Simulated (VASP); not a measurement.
# Hf3H (P-3m1) in VASP: notebook, part 2 of 2

VASP 6.6.1.

## Step 4: Relaxation of cell and atoms, PBE

This run uses another cell than the first one: it holds 4 atoms, not 8.

INCAR

```
SYSTEM = Hf3H
  PREC = Accurate
  ENCUT = 600
  EDIFF = 1E-7
  ISMEAR = 0
  SIGMA = 0.2
  LREAL = .FALSE.
  LASPH = .TRUE.
  NELM = 100
  ALGO = Normal
  ISIF = 3
  LWAVE = .FALSE.
  LCHARG = .FALSE.
  GGA = PE
  IBRION = 2
  NSW = 36
  EDIFFG = -0.08
```

KPOINTS

```
regular mesh
0
G
  7 7 3
  0 0 0
```

POSCAR

```
Hf3H
1.0
    3.1400000000      0.0000000000      0.0000000000
   -1.5700000000      2.7193197700      0.0000000000
    0.0000000000      0.0000000000      7.4500000000
Hf H
3 1
Direct
    0.6666666700      0.3333333300      0.6666700000
    0.3333333300      0.6666666700      0.3333300000
    0.0000000000      0.0000000000      0.0000000000
    0.0000000000      0.0000000000      0.5000000000
```

Potentials or basis: VASP PAW PBE potentials, release 64 (Hf_pv, H).

Launch:

```bash
$ cat potpaw_PBE.64/Hf_pv/POTCAR potpaw_PBE.64/H/POTCAR > POTCAR
$ mpirun -np 1 vasp_std > vasp.out
```

OUTCAR:

```text
SYSTEM = Hf3H
   PREC = Accurate
   ENCUT = 600
   EDIFF = 1E-7
   ISMEAR = 0
   LREAL = .FALSE.
   LASPH = .TRUE.
   NELM = 100
   ISIF = 3
   GGA = PE
   IBRION = 2
   NSW = 36
   EDIFFG = -0.08

 ion  position               nearest neighbor table
   1  0.667  0.333  0.667-   4 2.20   4 2.20   4 2.20   3 3.07   3 3.07   3 3.07   2 3.07   2 3.07
                             2 3.07
   2  0.333  0.667  0.333-   4 2.20   4 2.20   4 2.20   3 3.07   3 3.07   3 3.07   1 3.07   1 3.07
                             1 3.07
   3  0.000  0.000  0.000-   1 3.07   2 3.07   1 3.07   2 3.07   1 3.07   2 3.07
   4  0.000  0.000  0.500-   1 2.20   2 2.20   1 2.20   2 2.20   1 2.20   2 2.20

  LATTYP: Found a hexagonal cell.
 ALAT       =     3.1400000000
 C/A-ratio  =     2.3726114650

  Lattice vectors:

 A1 = (   3.1400000000,   0.0000000000,   0.0000000000)
 A2 = (  -1.5700000000,   2.7193197700,   0.0000000000)
 A3 = (   0.0000000000,   0.0000000000,   7.4500000000)

Analysis of symmetry for initial positions (statically):
=====================================================================
 Subroutine PRICEL returns:
 Original cell was already a primitive cell.
[... 158 lines left out ...]
 NGX is ok and might be reduce to    28

--------------------------------------- Ionic step        1  -------------------------------------------

 number of electron      30.9999998 magnetization

 Free energy of the ion-electron system (eV)
  ---------------------------------------------------
  ext. energy  EPLUGINS =         0.00000000
  ---------------------------------------------------
  free energy    TOTEN  =       -33.37189185 eV

  energy without entropy =      -33.29991921  energy(sigma->0) =      -33.33590553

------------------------ aborting loop because EDIFF is reached ----------------------------------------

  FORCE on cell =-STRESS in cart. coord.  units (eV):
  Direction    XX          YY          ZZ          XY          YZ          ZX
  --------------------------------------------------------------------------------------
  -------------------------------------------------------------------------------------
  Total        3.0940072      3.0940072      6.0912940      0.0000000     -0.0000000      0.0000000
  in kB       77.9265961     77.9265962    153.4171604      0.0000000     -0.0000000      0.0000000
  external PRESSURE =     103.0901175 kB  Pullay stress =       0.0000000 kB
[... 215 lines left out ...]
--------------------------------------- Ionic step        7  -------------------------------------------

 number of electron      31.0000000 magnetization

 Free energy of the ion-electron system (eV)
  ---------------------------------------------------
  ext. energy  EPLUGINS =         0.00000000
  ---------------------------------------------------
  free energy    TOTEN  =       -33.58296981 eV

  energy without entropy =      -33.50545656  energy(sigma->0) =      -33.54421318

 E-fermi :   4.8588     XC(G=0): -11.3711

 val. band max:        4.8398073935   @ k =   0.2857   0.1429   0.3333
 cond. band min:       4.9213115652   @ k =   0.0000   0.0000   0.0000
 fundamental gap:      0.0815041717
 Fermi energy:         4.8587514295

 k-point     1 :       0.0000    0.0000    0.0000
  band No.  band energies     occupation
      1     -25.8151      2.00000
      2     -25.8087      2.00000
      3     -25.3146      2.00000
      4     -25.3146      2.00000
      5     -25.2948      2.00000
      6     -25.2948      2.00000
[... 460 lines left out ...]
  FREE ENERGIE OF THE ION-ELECTRON SYSTEM (eV)
  ---------------------------------------------------
  free  energy   TOTEN  =       -33.5829698101 eV

  energy  without entropy=      -33.5054565556  energy(sigma->0) =      -33.54421318

 reached required accuracy - stopping structural energy minimisation
```

OSZICAR:

```text
N       E                     dE             d eps       ncg     rms          rms(c)
DAV:   1     0.114657997973E+03    0.11466E+03   -0.18575E+04   768   0.172E+03
DAV:   2    -0.264752955282E+02   -0.14113E+03   -0.13649E+03   874   0.358E+02
DAV:   3    -0.344056316980E+02   -0.79303E+01   -0.72041E+01  1046   0.484E+01
DAV:   4    -0.346376038629E+02   -0.23197E+00   -0.22156E+00  1010   0.688E+00
[... 79 lines left out ...]
DAV:   6    -0.335829701097E+02    0.12178E-04   -0.55446E-05  1018   0.461E-02    0.189E-02
DAV:   7    -0.335829701199E+02   -0.10222E-07   -0.44085E-06   909   0.154E-02    0.162E-02
DAV:   8    -0.335829699264E+02    0.19346E-06   -0.35584E-07   767   0.725E-03    0.625E-03
DAV:   9    -0.335829698088E+02    0.11763E-06   -0.40311E-07   698   0.425E-03    0.168E-03
DAV:  10    -0.335829698101E+02   -0.13083E-08   -0.34857E-08   467   0.206E-03
   7 F= -.33582970E+02 E0= -.33544213E+02  d E =-.141937E-02
```

Wall time 89 s (1 thread of Intel Xeon 6975P-C (Granite Rapids), shared host); peak memory 0.22 GiB.

What came out:

- Free energy: -33.5830 eV
- Relaxed volume: 17.13 Å³/atom
- Relaxed cell: a = 3.178 Å, b = 3.178 Å, c = 7.832 Å, α = 90.00°, β = 90.00°, γ = 120.00°
- Space group after relaxing (to 0.05 Å): P-3m1 (No. 164)
- Energy gained by relaxing: 52.8 meV/atom
- Ionic steps: 7
- Pressure after relaxing: -0.1 GPa
- Largest force after relaxing: 0.055 eV/Å

Forces in eV/Å, atoms in the order of the input:
```
Hf   0.000  0.000  0.055
Hf   0.000  0.000 -0.055
Hf   0.000  0.000  0.000
H    0.000  0.000  0.000
```

Stress tensor (GPa, compression positive):
```
 0.01  0.00  0.00
 0.00  0.01  0.00
 0.00  0.00 -0.30
```

The path:
```csv
step,energy change (eV),largest force (eV/Å),pressure (GPa),volume (Å³)
1,0.0000,0.6901,10.31,63.61
2,-0.0906,0.0253,-7.25,73.48
3,-0.1960,0.2417,-0.84,69.06
4,-0.1960,0.2485,-0.64,68.95
5,-0.2090,0.1518,-0.03,68.52
6,-0.2097,0.1253,0.16,68.40
7,-0.2111,0.0554,-0.09,68.51
```

Final structure:
```cif
data_structure
_symmetry_space_group_name_H-M 'P 1'
_symmetry_Int_Tables_number 1
_cell_length_a 3.1783
_cell_length_b 3.1783
_cell_length_c 7.8316
_cell_angle_alpha 90.000
_cell_angle_beta 90.000
_cell_angle_gamma 120.000
_cell_volume 68.51
loop_
_atom_site_label
_atom_site_type_symbol
_atom_site_fract_x
_atom_site_fract_y
_atom_site_fract_z
_atom_site_occupancy
Hf1 Hf 0.66667 0.33333 0.67206 1
Hf2 Hf 0.33333 0.66667 0.32794 1
Hf3 Hf 0.00000 0.00000 0.00000 1
H1 H 0.00000 0.00000 0.50000 1
```

Caveat: spin-orbit coupling is left out, which moves the levels of the heavy elements; the relaxation stopped at a loose force limit of 0.08 eV/Å, so its end isn't a converged minimum.

## Step 5: Single point, PBE

This run uses another cell than the first one: it holds 4 atoms, not 8.

INCAR

```
SYSTEM = Hf3H
PREC = Accurate
ENCUT = 520
EDIFF = 1E-7
ISMEAR = 0
SIGMA = 0.1
LREAL = .FALSE.
LASPH = .TRUE.
NELM = 100
ALGO = Normal
ISIF = 2
LWAVE = .FALSE.
LCHARG = .FALSE.
GGA = PE
NBANDS = 24
```

KPOINTS

```
regular mesh
0
G
  12 12 6
  0 0 0
```

POSCAR

```
Hf3H
1.0
    3.1837360976      0.0000000000      0.0000000000
   -1.5918680488      2.7571963395      0.0000000000
    0.0000000000      0.0000000000      7.8352167468
Hf H
3 1
Direct
    0.6666666667      0.3333333333      0.6724210696
    0.3333333333      0.6666666667      0.3275789304
    0.0000000000      0.0000000000      0.0000000000
    0.0000000000      0.0000000000      0.5000000000
```

Potentials or basis: VASP PAW PBE potentials, release 64 (Hf_pv, H).

Launch:

```bash
$ cat potpaw_PBE.64/Hf_pv/POTCAR potpaw_PBE.64/H/POTCAR > POTCAR
$ mpirun -np 1 vasp_std > vasp.out
```

OUTCAR:

```text
SYSTEM = Hf3H
   PREC = Accurate
   ENCUT = 520
   EDIFF = 1E-7
   ISMEAR = 0
   LREAL = .FALSE.
   LASPH = .TRUE.
   NELM = 100
   ISIF = 2
   GGA = PE

 ion  position               nearest neighbor table
   1  0.667  0.333  0.672-   4 2.28   4 2.28   4 2.28   3 3.16   3 3.16   3 3.16   2 3.27   2 3.27
                             2 3.27
   2  0.333  0.667  0.328-   4 2.28   4 2.28   4 2.28   3 3.16   3 3.16   3 3.16   1 3.27   1 3.27
                             1 3.27
   3  0.000  0.000  0.000-   1 3.16   2 3.16   1 3.16   2 3.16   1 3.16   2 3.16
   4  0.000  0.000  0.500-   1 2.28   2 2.28   1 2.28   2 2.28   1 2.28   2 2.28

  LATTYP: Found a hexagonal cell.
[... 849 lines left out ...]
  -------------------------------------------------------------------------------------
  Total       -0.2272158     -0.2272158     -0.2279759      0.0000000      0.0000000     -0.0000000
  in kB       -5.2928947     -5.2928947     -5.3106025      0.0000000      0.0000000     -0.0000000
  external PRESSURE =      -5.2987973 kB  Pullay stress =       0.0000000 kB

 VOLUME and BASIS-vectors are now :
 -----------------------------------------------------------------------------
  energy-cutoff  :      520.00
  volume of cell :       68.78
      direct lattice vectors                 reciprocal lattice vectors
     3.183736098  0.000000000  0.000000000     0.314096385  0.181343633  0.000000000
    -1.591868049  2.757196340  0.000000000     0.000000000  0.362687265  0.000000000
     0.000000000  0.000000000  7.835216747     0.000000000  0.000000000  0.127628888

 POSITION                                       TOTAL-FORCE (eV/Angst)
 -----------------------------------------------------------------------------------
      1.59187      0.91907      5.26856         0.000000     -0.000000     -0.012542
     -0.00000      1.83813      2.56665        -0.000000      0.000000      0.012542
      0.00000      0.00000      0.00000         0.000000      0.000000      0.000000
      0.00000      0.00000      3.91761         0.000000      0.000000      0.000000
 -----------------------------------------------------------------------------------
    total drift:                                0.000000      0.000000      0.000000

  FREE ENERGIE OF THE ION-ELECTRON SYSTEM (eV)
  ---------------------------------------------------
  free  energy   TOTEN  =       -33.5432267004 eV

  energy  without entropy=      -33.5199450731  energy(sigma->0) =      -33.53158589
```

OSZICAR:

```text
N       E                     dE             d eps       ncg     rms          rms(c)
DAV:   1     0.988597227516E+02    0.98860E+02   -0.16457E+04  4808   0.121E+03
DAV:   2    -0.298535176758E+02   -0.12871E+03   -0.12116E+03  5768   0.292E+02
DAV:   3    -0.348493991013E+02   -0.49959E+01   -0.47826E+01  6496   0.378E+01
DAV:   4    -0.349201912785E+02   -0.70792E-01   -0.70680E-01  5680   0.489E+00
DAV:   5    -0.349214361519E+02   -0.12449E-02   -0.12445E-02  6584   0.536E-01    0.783E+01
DAV:   6    -0.338501496986E+02    0.10713E+01   -0.12597E+00  5728   0.576E+00    0.471E+01
DAV:   7    -0.336235978078E+02    0.22655E+00   -0.21474E+00  6048   0.784E+00    0.587E+00
DAV:   8    -0.335672541372E+02    0.56344E-01   -0.26115E-01  6264   0.266E+00    0.307E+00
DAV:   9    -0.335454663452E+02    0.21788E-01   -0.12665E-01  5976   0.179E+00    0.149E+00
DAV:  10    -0.335432473033E+02    0.22190E-02   -0.18191E-02  6192   0.703E-01    0.278E-01
DAV:  11    -0.335432391685E+02    0.81347E-05   -0.77077E-04  5880   0.152E-01    0.187E-01
DAV:  12    -0.335432394285E+02   -0.26003E-06   -0.81237E-05  6240   0.466E-02    0.161E-01
DAV:  13    -0.335432276159E+02    0.11813E-04   -0.52826E-05  6320   0.460E-02    0.355E-02
DAV:  14    -0.335432271233E+02    0.49262E-06   -0.55111E-06  5640   0.146E-02    0.124E-02
DAV:  15    -0.335432266664E+02    0.45690E-06   -0.55470E-07  5656   0.406E-03    0.381E-03
DAV:  16    -0.335432267825E+02   -0.11604E-06   -0.48201E-08  3848   0.134E-03    0.115E-03
DAV:  17    -0.335432267004E+02    0.82002E-07   -0.11658E-08  3640   0.742E-04
   1 F= -.33543227E+02 E0= -.33531586E+02  d E =-.232816E-01
```

stdout:

```text
POSCAR found type information on POSCAR HfH
 POSCAR found :  2 types and       4 ions
 scaLAPACK will be used
 LDA part: xc-table for (Slater+PW92), standard interpolation
 POSCAR, INCAR and KPOINTS ok, starting setup
 FFT: planning ... GRIDC
 FFT: planning ... GRID_SOFT
 FFT: planning ... GRID
 WAVECAR not read
 entering main loop
```

Run time: 67 s. Hardware: 1 thread of Intel Xeon 6975P-C (Granite Rapids), shared host; peak memory 0.27 GiB.

Results:

- Free energy: -33.5432 eV
- Pressure: -0.5 GPa
- Largest force: 0.013 eV/Å

Forces in eV/Å, atoms in the order of the input:
```
Hf   0.000  0.000 -0.013
Hf   0.000  0.000  0.013
Hf   0.000  0.000  0.000
H    0.000  0.000  0.000
```

Levels at points of the mesh, in eV from the Fermi level:
| k point | band 12 | band 13 | band 14 | band 15 | band 16 | band 17 | band 18 | band 19 |
| --- | --- | --- | --- | --- | --- | --- | --- | --- |
| (0.00, 0.00, 0.00) | -4.60 | -1.43 | 0.06 | 1.24 | 1.24 | 1.30 | 1.31 | 1.31 |
| (0.50, 0.00, 0.00) | -2.95 | -2.15 | -1.85 | -0.64 | 0.24 | 0.70 | 1.69 | 1.89 |
| (0.00, 0.00, 0.50) | -3.76 | -1.39 | 0.45 | 0.70 | 0.98 | 0.98 | 1.62 | 1.62 |
| (0.50, 0.00, 0.50) | -2.75 | -1.79 | -1.62 | -0.35 | 0.32 | 0.96 | 0.99 | 1.09 |

Caveat: spin-orbit coupling is left out, which moves the levels of the heavy elements.

## Step 6: Relaxation of cell and atoms, PBE

This run uses another cell than the first one, of 15.88 Å³/atom, 0.896 times its volume.

INCAR

```
SYSTEM = Hf3H
PREC = Accurate
ENCUT = 600
EDIFF = 1E-6
ISMEAR = 0
SIGMA = 0.2
LREAL = .False.
LASPH = .True.
NELM = 80
ALGO = Normal
ISIF = 3
LWAVE = .False.
LCHARG = .False.
GGA = PE
IBRION = 2
NSW = 36
EDIFFG = -0.08
```

KPOINTS

```
Automatic mesh
0
Gamma
  6 6 1
  0 0 0
```

POSCAR

```
Hf3H
1.0
    3.1400000000      0.0000000000      0.0000000000
   -1.5700000000      2.7193197700      0.0000000000
    0.0000000000      0.0000000000     14.8800000000
Hf H
6 2
Direct
    0.3333333300      0.6666666700      0.0833300000
    0.6666666700      0.3333333300      0.2500000000
    0.6666666700      0.3333333300      0.9166700000
    0.3333333300      0.6666666700      0.7500000000
    0.3333333300      0.6666666700      0.4166700000
    0.6666666700      0.3333333300      0.5833300000
    0.3333333300      0.6666666700      0.2083300000
    0.6666666700      0.3333333300      0.7916700000
```

Potentials or basis: VASP PAW PBE potentials, release 64 (Hf_pv, H).

Launch:

```bash
$ cat potpaw_PBE.64/Hf_pv/POTCAR potpaw_PBE.64/H/POTCAR > POTCAR
$ mpirun -np 1 vasp_std > vasp.out
```

Wall time 5.4 min (1 thread of Intel Xeon 6975P-C (Granite Rapids), shared host); peak memory 0.3 GiB.

The run converged. Its results:

* Free energy: -67.1990 eV
* Relaxed volume: 17.63 Å³/atom
* Relaxed cell: a = 3.211 Å, b = 3.211 Å, c = 15.797 Å, α = 90.00°, β = 90.00°, γ = 120.00°
* Space group after relaxing (to 0.05 Å): P-3m1 (No. 164)
* Energy gained by relaxing: 121.1 meV/atom
* Ionic steps: 9
* Pressure after relaxing: 0.1 GPa
* Largest force after relaxing: 0.063 eV/Å
* Band gap on the k mesh: zero (band 31 reaches 5.60 eV, above the bottom of band 32 at 3.88 eV)

Forces on the atoms (eV/Å):
```
Hf   0.000  0.000  0.063
Hf   0.000  0.000 -0.037
Hf   0.000  0.000 -0.063
Hf   0.000  0.000  0.037
Hf   0.000  0.000  0.048
Hf   0.000  0.000 -0.048
H    0.000  0.000  0.043
H    0.000  0.000 -0.043
```

Stress tensor (GPa, compression positive):
```
-0.01  0.00  0.00
 0.00 -0.01  0.00
 0.00  0.00  0.27
```

The path:
| step | energy change (eV) | largest force (eV/Å) | pressure (GPa) | volume (Å³) |
| --- | --- | --- | --- | --- |
| 1 | 0.0000 | 1.6963 | 15.48 | 127.06 |
| 2 | -0.3658 | 0.3908 | -9.97 | 157.37 |
| 3 | -0.8465 | 0.6565 | -1.17 | 143.15 |
| 4 | -0.8467 | 0.6645 | -0.92 | 142.82 |
| 5 | -0.9093 | 0.4871 | -0.16 | 141.65 |
| 6 | -0.9383 | 0.2409 | 0.93 | 140.24 |
| 7 | -0.9597 | 0.1770 | -0.56 | 142.00 |
| 8 | -0.9601 | 0.1728 | -0.78 | 142.27 |
| 9 | -0.9684 | 0.0626 | 0.08 | 141.05 |

Final structure:
```yaml
crystal:
  lattice:
    - [3.21098, 0.00000, 0.00000]
    - [-1.60549, 2.78079, 0.00000]
    - [0.00000, 0.00000, 15.79678]
  atoms:
    - { symbol: Hf, position: [0.33333, 0.66667, 0.07778] }
    - { symbol: Hf, position: [0.66667, 0.33333, 0.25968] }
    - { symbol: Hf, position: [0.66667, 0.33333, 0.92222] }
    - { symbol: Hf, position: [0.33333, 0.66667, 0.74032] }
    - { symbol: Hf, position: [0.33333, 0.66667, 0.41984] }
    - { symbol: Hf, position: [0.66667, 0.33333, 0.58016] }
    - { symbol: H, position: [0.33333, 0.66667, 0.20638] }
    - { symbol: H, position: [0.66667, 0.33333, 0.79362] }
```

Levels at points of the mesh, in eV from the Fermi level:
| k point | band 29 | band 30 | band 31 | band 32 | band 33 | band 34 |
| --- | --- | --- | --- | --- | --- | --- |
| (0.00, 0.00, 0.00) | 0.78 | 0.78 | 0.83 | 0.93 | 0.93 | 1.06 |
| (0.50, 0.00, 0.00) | -1.23 | -0.95 | -0.24 | 0.49 | 0.87 | 0.96 |

Caveat: the k points lie up to 0.40 Å⁻¹ apart in the final cell; spin-orbit coupling is left out, which moves the levels of the heavy elements; the relaxation stopped at a loose force limit of 0.08 eV/Å, so its end isn't a converged minimum.

## Step 7: Single point, PBE

This run uses another cell than the first one: it holds 4 atoms, not 8.

INCAR

```
PREC = Accurate
ENCUT = 500
EDIFF = 1E-6
ISMEAR = 0
SIGMA = 0.1
LREAL = False
LASPH = True
NELM = 120
ALGO = Normal
ISIF = 2
LWAVE = False
LCHARG = True
GGA = PE
LELF = True
LVHAR = True
NBANDS = 24
GGA_COMPAT = False
```

KPOINTS

```
regular mesh
0
Gamma
  6 6 2
```

POSCAR

```
Hf3H
1.0
    3.1837168817      0.0000000000      0.0000000000
   -1.5918584408      2.7571796980      0.0000000000
    0.0000000000      0.0000000000      7.8351966114
Hf H
3 1
Direct
    0.6666666667      0.3333333333      0.6725722197
    0.3333333333      0.6666666667      0.3274277803
    0.0000000000      0.0000000000      0.0000000000
    0.0000000000      0.0000000000      0.5000000000
```

Launch:

```bash
$ cat potpaw_PBE.64/Hf_pv/POTCAR potpaw_PBE.64/H/POTCAR > POTCAR
$ mpirun -np 1 vasp_std > vasp.out
```

Wall time 54 s (1 thread of AMD EPYC 7R13, shared host); peak memory 0.15 GiB.

Results (log left out):

| Item | Value |
| --- | --- |
| Free energy | -33.5336 eV |
| Pressure | -1.1 GPa |
| Largest force | 0.255 eV/Å |

Forces on the atoms (eV/Å):
```
Hf   0.000  0.000  0.255
Hf   0.000  0.000 -0.255
Hf   0.000  0.000  0.000
H    0.000  0.000  0.000
```

Stress tensor (GPa, compression positive):
```
-1.81  0.00  0.00
 0.00 -1.81  0.00
 0.00  0.00  0.39
```

Levels at points of the mesh, in eV from the Fermi level:
```tsv
k point	band 13	band 14	band 15	band 16	band 17	band 18
(0.00, 0.00, 0.00)	-1.39	0.10	1.27	1.27	1.34	1.35
(0.50, 0.00, 0.00)	-2.11	-1.80	-0.60	0.28	0.75	1.72
(0.00, 0.00, 0.50)	-1.35	0.49	0.75	1.02	1.02	1.66
(0.50, 0.00, 0.50)	-1.76	-1.56	-0.30	0.35	1.01	1.02
```

Caveat: the k points lie up to 0.40 Å⁻¹ apart; spin-orbit coupling is left out, which moves the levels of the heavy elements.

## Step 8: The runs side by side

| task | cell | k mesh | cutoff (eV) | smearing | gap on the mesh (eV) | pressure (GPa) | relaxed volume (Å³/atom) | largest force (eV/Å) |
| --- | --- | --- | --- | --- | --- | --- | --- | --- |
| single point | a = 3.215, b = 3.215, c = 15.843 Å, angles 90.0, 90.0, 120.0°, 8 atoms | 6 × 6 × 1 | 520 | gaussian 0.2 eV | none | -0.6 | - | 0.02 |
| single point | a = 3.210, b = 3.210, c = 15.747 Å, angles 90.0, 90.0, 120.0°, 8 atoms | 6 × 6 × 1 | 520 | gaussian 0.2 eV | none | -0.5 | - | 0.04 |
| relaxation of cell and atoms | relaxed from a = 3.140, b = 3.140, c = 7.450 Å, angles 90.0, 90.0, 120.0°, 4 atoms | 7 × 7 × 3 | 600 | gaussian 0.2 eV | none | -0.1 | 17.13 | 0.06 |
| single point | a = 3.184, b = 3.184, c = 7.835 Å, angles 90.0, 90.0, 120.0°, 4 atoms | 12 × 12 × 6 | 520 | gaussian 0.1 eV | none | -0.5 | - | 0.01 |
| relaxation of cell and atoms | relaxed from a = 3.140, b = 3.140, c = 14.880 Å, angles 90.0, 90.0, 120.0°, 8 atoms | 6 × 6 × 1 | 600 | gaussian 0.2 eV | none | 0.1 | 17.63 | 0.06 |
| single point | a = 3.184, b = 3.184, c = 7.835 Å, angles 90.0, 90.0, 120.0°, 4 atoms | 6 × 6 × 2 | 500 | gaussian 0.1 eV | none | -1.1 | - | 0.25 |

Alike in all rows: level PBE; potentials or basis VASP PAW PBE potentials, release 64 (Hf_pv, H); no spin polarisation.

Caveats: some runs use coarse meshes; spin-orbit coupling is left out, which moves the levels of the heavy elements; the relaxation stopped at a loose force limit of 0.08 eV/Å, so its end isn't a converged minimum (some runs).

Total energies depend on the potentials used, so only differences within one code and one set of settings carry meaning.
